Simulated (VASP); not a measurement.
# Ta3TiN4 (P-6m2) in VASP: notebook, part 2 of 2

VASP 6.6.1.

### 3 Single point, PBE (10.03 Å³/atom)

This run uses another cell than the first one, of 10.03 Å³/atom.

INCAR reads:

```
  PREC = Accurate
  ENCUT = 520
  EDIFF = 1E-6
  ISMEAR = 0
  SIGMA = 0.1
  LREAL = F
  LASPH = T
  NELM = 60
  ALGO = Normal
  ISIF = 2
  LWAVE = F
  LCHARG = F
  GGA = PE
  NBANDS = 42
```

KPOINTS reads:

```
regular mesh
0
Gamma
  12 12 4
```

POSCAR reads:

```
Ta3TiN4
1.0
    2.8786177811     -0.0000000282      0.0000000000
   -1.4393088661      2.4929561403      0.0000000000
    0.0000000000      0.0000000000     11.1813155147
Ti Ta N
1 3 4
Direct
    0.0000000000      0.0000000000      0.5000000000
    0.0000000000      0.0000000000      0.0000000000
    0.0000000000      0.0000000000      0.2553582954
    0.0000000000      0.0000000000      0.7446417046
    0.6666666667      0.3333333333      0.8729220825
    0.6666666667      0.3333333333      0.1270779175
    0.6666666667      0.3333333333      0.3793413024
    0.6666666667      0.3333333333      0.6206586976
```

Potentials or basis: VASP PAW PBE potentials, release 64 (Ti_sv, Ta_pv, N).

Run with:

```
> cat potpaw_PBE.64/Ti_sv/POTCAR potpaw_PBE.64/Ta_pv/POTCAR potpaw_PBE.64/N/POTCAR > POTCAR
> mpirun -np 1 vasp_std > vasp.out
```

OUTCAR:

```text
PREC = Accurate
   ENCUT = 520
   EDIFF = 1E-6
   ISMEAR = 0
   LREAL = F
   LASPH = T
   NELM = 60
   ISIF = 2
   GGA = PE

 ion  position               nearest neighbor table
   1  0.000  0.000  0.500-   7 2.14   8 2.14   7 2.14   8 2.14   7 2.14   8 2.14   3 2.74   4 2.74

   2  0.000  0.000  0.000-   5 2.19   6 2.19   5 2.19   6 2.19   5 2.19   6 2.19   3 2.86   4 2.86

   3  0.000  0.000  0.255-   7 2.16   7 2.16   7 2.16   6 2.20   6 2.20   6 2.20   1 2.74   2 2.86

   4  0.000  0.000  0.745-   8 2.16   8 2.16   8 2.16   5 2.20   5 2.20   5 2.20   1 2.74   2 2.86

   5  0.667  0.333  0.873-   2 2.19   2 2.19   2 2.19   4 2.20   4 2.20   4 2.20
   6  0.667  0.333  0.127-   2 2.19   2 2.19   2 2.19   3 2.20   3 2.20   3 2.20
   7  0.667  0.333  0.379-   1 2.14   1 2.14   1 2.14   3 2.16   3 2.16   3 2.16
   8  0.667  0.333  0.621-   1 2.14   1 2.14   1 2.14   4 2.16   4 2.16   4 2.16

  LATTYP: Found a hexagonal cell.
 ALAT       =     2.8786177811
 C/A-ratio  =     3.8842654235

  Lattice vectors:

 A1 = (   2.8786177811,  -0.0000000282,   0.0000000000)
 A2 = (  -1.4393088661,   2.4929561403,   0.0000000000)
 A3 = (   0.0000000000,   0.0000000000,  11.1813155147)

Analysis of symmetry for initial positions (statically):
=====================================================================
 Subroutine PRICEL returns:
 Original cell was already a primitive cell.

 Routine SETGRP: Setting up the symmetry group for a
 hexagonal supercell.

 Subroutine GETGRP returns: Found 12 space group operations
 (whereof 12 operations were pure point group operations)
 out of a pool of 24 trial point group operations.

The static configuration has the point symmetry D_3h.

Analysis of symmetry for dynamics (positions and initial velocities):
=====================================================================
 Subroutine PRICEL returns:
[... 139 lines left out ...]
   IMIX   =      4    mixing-type and parameters
     AMIX     =   0.40;   BMIX     =  1.00
     AMIX_MAG =   1.60;   BMIX_MAG =  1.00
  volume/ion in A,a.u.               =      10.03        67.69
  Fermi-wavevector in a.u.,A,eV,Ry     =   1.526097  2.883905 31.687583  2.328972
  Thomas-Fermi vector in A             =   2.634177
   LORBIT       =      0    0 simple, 1 ext, 2 COOP (PROOUT), +10 PAW based schemes
   GGA     = PE    functional components
   LHFCALC =     F    Hartree Fock is set to
   AEXX    =    0.0000 exact exchange contribution
   IVDW    =     0    specifies the selected vdW correction
   LEPSILON=     F    determine dielectric tensor
   LRPA    =     F    only Hartree local field effects (RPA)
 non-spin polarized calculation
 Gauss-broadening in eV      SIGMA  =   0.10
  energy-cutoff  :      520.00
  volume of cell :       80.24
 maximum number of plane-waves:      2225
 NGX is ok and might be reduce to    24
   NGX = 11   NGY = 11   NGZ = 41

 number of electron      64.9999987 magnetization

 Free energy of the ion-electron system (eV)
  ---------------------------------------------------
  ext. energy  EPLUGINS =         0.00000000
  ---------------------------------------------------
  free energy    TOTEN  =       -86.01678141 eV

  energy without entropy =      -86.00539656  energy(sigma->0) =      -86.01108898

 E-fermi :   8.8900     XC(G=0): -13.4940

 val. band max:        8.8890178132   @ k =   0.0833   0.0000   0.5000
 cond. band min:       8.9565334236   @ k =   0.4167  -0.0000   0.5000
 fundamental gap:      0.0675156104
 Fermi energy:         8.8900072467

 k-point     1 :       0.0000    0.0000    0.0000
  band No.  band energies     occupation
      1     -47.9493      2.00000
      2     -26.2724      2.00000
      3     -25.8215      2.00000
      4     -25.5562      2.00000
      5     -25.0590      2.00000
      6     -25.0590      2.00000
[... 1069 lines left out ...]
     41      12.9534      0.00000
     42      13.8570      0.00000

 [... further k-points ...]
[... 5 lines left out ...]
  --------------------------------------------------------------------------------------
  -------------------------------------------------------------------------------------
  Total       11.3760625     11.3760625     11.4536786      0.0000000     -0.0000000      0.0000000
  in kB      227.1490938    227.1490938    228.6988778      0.0000000     -0.0000000      0.0000000
  external PRESSURE =     227.6656884 kB  Pullay stress =       0.0000000 kB

 VOLUME and BASIS-vectors are now :
 -----------------------------------------------------------------------------
  energy-cutoff  :      520.00
  volume of cell :       80.24
      direct lattice vectors                 reciprocal lattice vectors
     2.878617781 -0.000000028  0.000000000     0.347388949  0.200565099  0.000000000
    -1.439308866  2.492956140  0.000000000     0.000000004  0.401130204  0.000000000
     0.000000000  0.000000000 11.181315515     0.000000000  0.000000000  0.089434915

 POSITION                                       TOTAL-FORCE (eV/Angst)
 -----------------------------------------------------------------------------------
      0.00000      0.00000      5.59066        -0.000000      0.000000     -0.000000
      0.00000      0.00000      0.00000         0.000000     -0.000000     -0.000000
      0.00000      0.00000      2.85524         0.000000     -0.000000     -0.003921
      0.00000      0.00000      8.32607         0.000000     -0.000000      0.003921
      1.43931      0.83099      9.76042        -0.000000      0.000000     -0.002565
      1.43931      0.83099      1.42090        -0.000000      0.000000      0.002565
      1.43931      0.83099      4.24153        -0.000000     -0.000000      0.029654
      1.43931      0.83099      6.93978        -0.000000     -0.000000     -0.029654
 -----------------------------------------------------------------------------------
    total drift:                               -0.000000      0.000000      0.000000

  FREE ENERGIE OF THE ION-ELECTRON SYSTEM (eV)
  ---------------------------------------------------
  free  energy   TOTEN  =       -86.0167814098 eV

  energy  without entropy=      -86.0053965579  energy(sigma->0) =      -86.01108898
```

OSZICAR:

```text
N       E                     dE             d eps       ncg     rms          rms(c)
DAV:   1     0.753732688533E+03    0.75373E+03   -0.33348E+04  4788   0.173E+03
DAV:   2    -0.169650259821E+02   -0.77070E+03   -0.73434E+03  5038   0.527E+02
DAV:   3    -0.940407035919E+02   -0.77076E+02   -0.74413E+02  6486   0.150E+02
DAV:   4    -0.982176869849E+02   -0.41770E+01   -0.41290E+01  6872   0.312E+01
DAV:   5    -0.983650632374E+02   -0.14738E+00   -0.14717E+00  6560   0.481E+00    0.492E+01
DAV:   6    -0.870557625400E+02    0.11309E+02   -0.73929E+01  7340   0.482E+01    0.228E+01
DAV:   7    -0.888815453782E+02   -0.18258E+01   -0.32550E+01  7220   0.575E+01    0.148E+01
DAV:   8    -0.862486570628E+02    0.26329E+01   -0.17461E+01  6608   0.193E+01    0.864E+00
DAV:   9    -0.860940250118E+02    0.15463E+00   -0.24010E+00  7502   0.981E+00    0.256E+00
DAV:  10    -0.860446234758E+02    0.49402E-01   -0.61327E-01  6808   0.645E+00    0.155E+00
DAV:  11    -0.860174988041E+02    0.27125E-01   -0.14637E-01  6966   0.288E+00    0.689E-01
DAV:  12    -0.860175092809E+02   -0.10477E-04   -0.32659E-02  7020   0.104E+00    0.473E-01
DAV:  13    -0.860168884129E+02    0.62087E-03   -0.10306E-02  6112   0.664E-01    0.136E-01
DAV:  14    -0.860168853578E+02    0.30551E-05   -0.31828E-03  6982   0.294E-01    0.112E-01
DAV:  15    -0.860168123684E+02    0.72989E-04   -0.71378E-04  6936   0.217E-01    0.404E-02
DAV:  16    -0.860167837073E+02    0.28661E-04   -0.14060E-04  6664   0.877E-02    0.126E-02
DAV:  17    -0.860167812258E+02    0.24815E-05   -0.13915E-05  6312   0.246E-02    0.669E-03
DAV:  18    -0.860167814098E+02   -0.18397E-06   -0.16473E-06  4168   0.934E-03
   1 F= -.86016781E+02 E0= -.86011089E+02  d E =-.113849E-01
```

stdout:

```text
POSCAR found type information on POSCAR TiTaN
 POSCAR found :  3 types and       8 ions
 scaLAPACK will be used
 LDA part: xc-table for (Slater+PW92), standard interpolation
 POSCAR, INCAR and KPOINTS ok, starting setup
 FFT: planning ... GRIDC
 FFT: planning ... GRID_SOFT
 FFT: planning ... GRID
 WAVECAR not read
 entering main loop
```

Run time: 100 s. Hardware: 1 thread of Intel Xeon 6975P-C (Granite Rapids), shared host; peak memory 0.32 GiB.

Results:

```
Free energy            : -86.0168 eV
Pressure               : 22.8 GPa
Largest force          : 0.030 eV/Å
Band gap on the k mesh : zero (an odd number of electrons rules out a gap without spin polarisation)
```

Forces in eV/Å, atoms in the order of the input:
```
Ti   0.000  0.000  0.000
Ta   0.000  0.000  0.000
Ta   0.000  0.000 -0.004
Ta   0.000  0.000  0.004
N    0.000  0.000 -0.003
N    0.000  0.000  0.003
N    0.000  0.000  0.030
N    0.000  0.000 -0.030
```

Levels at points of the mesh, in eV from the Fermi level:
```tsv
k point	band 29	band 30	band 31	band 32	band 33	band 34	band 35	band 36
(0.00, 0.00, 0.00)	-3.08	-2.22	0.47	0.47	0.48	0.54	1.29	1.29
(0.50, 0.00, 0.00)	-2.78	-2.56	-0.82	-0.63	0.40	3.04	3.24	3.37
(0.00, 0.00, 0.50)	-3.13	-1.37	-1.10	0.53	0.53	0.71	0.71	2.20
(0.50, 0.00, 0.50)	-3.03	-2.17	-1.80	-0.05	0.29	3.27	3.32	3.47
```

Caveat: the cell stands under pressure; spin-orbit coupling is left out, which moves the levels of the heavy elements.

The gap in the log of VASP goes by the Fermi energy; the results here count the filled bands.